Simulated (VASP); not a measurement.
The system is Ca3AsP.

```
Ca P As
1.0
     5.33390    0.00000    0.00000
     0.00000    5.33390    0.00000
     0.00000    0.00000    5.33390
Ca P As
3 1 1
Direct
  0.00000 0.50000 0.50000
  0.50000 0.00000 0.50000
  0.50000 0.50000 0.00000
  0.50000 0.50000 0.50000
  0.00000 0.00000 0.00000
```

| Quantity | Value |
| --- | --- |
| Program | VASP 6.6.1 |
| Task | relaxation of volume and atoms at fixed shape |
| Functional | LDA |
| Potentials or basis | VASP PAW LDA potentials, release 64 (Ca_sv, P, As) |
| Cutoff | 600 eV |
| k mesh | 8 × 8 × 8 |
| Occupations | fermi-dirac, width 0.02 eV |
| Spin | no spin polarisation |

At the start: pressure -2.7 GPa; volume 30.35 Å³/atom.

How do energy, volume and symmetry change on relaxing?

Over 3 steps the energy falls by 18.5 meV/atom and the volume is 28.29 Å³/atom (-6.8 %); space group Pm-3m (No. 221, to 0.1 Å) before and after.

Step by step:
| step | energy change (eV) | largest force (eV/Å) | pressure (GPa) | volume (Å³) |
| --- | --- | --- | --- | --- |
| 1 | 0.0000 | 0.0000 | -2.72 | 151.75 |
| 2 | -0.0918 | 0.0000 | 0.25 | 140.70 |
| 3 | -0.0924 | 0.0000 | 0.00 | 141.47 |

Final structure:
```
CELL_PARAMETERS angstrom
5.21066 0.00000 0.00000
0.00000 5.21066 0.00000
0.00000 0.00000 5.21066
ATOMIC_POSITIONS crystal
Ca 0.00000 0.50000 0.50000
Ca 0.50000 0.00000 0.50000
Ca 0.50000 0.50000 0.00000
P 0.50000 0.50000 0.50000
As 0.00000 0.00000 0.00000
```
